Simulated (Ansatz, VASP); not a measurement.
# Two plane-wave programs on W

The input INCAR:

```
SYSTEM = W
PREC = Accurate
ENCUT = 520
EDIFF = 1E-7
ISMEAR = 0
SIGMA = 0.15
LREAL = .FALSE.
LASPH = .TRUE.
NELM = 60
ALGO = Fast
ISIF = 2
LWAVE = .FALSE.
LCHARG = .TRUE.
GGA = PS
LELF = .TRUE.
LVHAR = .TRUE.
NBANDS = 13
```

File KPOINTS:

```
Automatic mesh
0
G
  20 20 20
  0 0 0
```

File POSCAR:

```
W
1.0
    0.0000000000      1.8676000000      1.8676000000
    1.8676000000      0.0000000000      1.8676000000
    1.8676000000      1.8676000000      0.0000000000
W
1
Direct
    0.0000000000      0.0000000000      0.0000000000
```

Input for Ansatz:

```yaml
crystal:
  lattice:
    - [0.0, 1.8676, 1.8676]
    - [1.8676, 0.0, 1.8676]
    - [1.8676, 1.8676, 0.0]
  atoms:
    - { symbol: W, position: [0.0, 0.0, 0.0] }
basis:
  ecutwfc: 420
kpoints:
  mp_grid: { grid: [20, 20, 20] }
hamiltonian:
  xc: pbesol
scf:
  occupations: { method: gaussian, width: 0.15 }
output:
  forces: true
  stress: true
  eigenvalues: true
```

Change from the starting cell: strain -0.080 along x and y, -0.080 along z, atoms carried along.

Alike in both runs: task single point; functional PBEsol; k mesh 20 × 20 × 20; occupations gaussian, width 0.15 eV; no spin polarisation.

|  | VASP | Ansatz |
| --- | --- | --- |
| version | VASP 6.6.1 | Ansatz 0.2.0 |
| potentials or method | VASP PAW PBE potentials, release 64 (W_sv), cutoff 520 eV | scalar-relativistic, plane waves, PAW |
| valence electrons in the cell | 14 | 14 |

|  | VASP | Ansatz | Ansatz less VASP |
| --- | --- | --- | --- |
| gap on the k mesh at the Fermi level (eV) | none | none | - |
| pressure (GPa) | 93.7 | 91.0 | -2.67 |

VASP's potentials were made for PBE, not for PBEsol. A gap of «none» marks a metal or a gap that the smearing closes. Both programs put the cell under a high pressure, so it lies far from rest at this level.

Spin-orbit coupling is off throughout. Noted on VASP's run: the cell as given lies far from equilibrium.
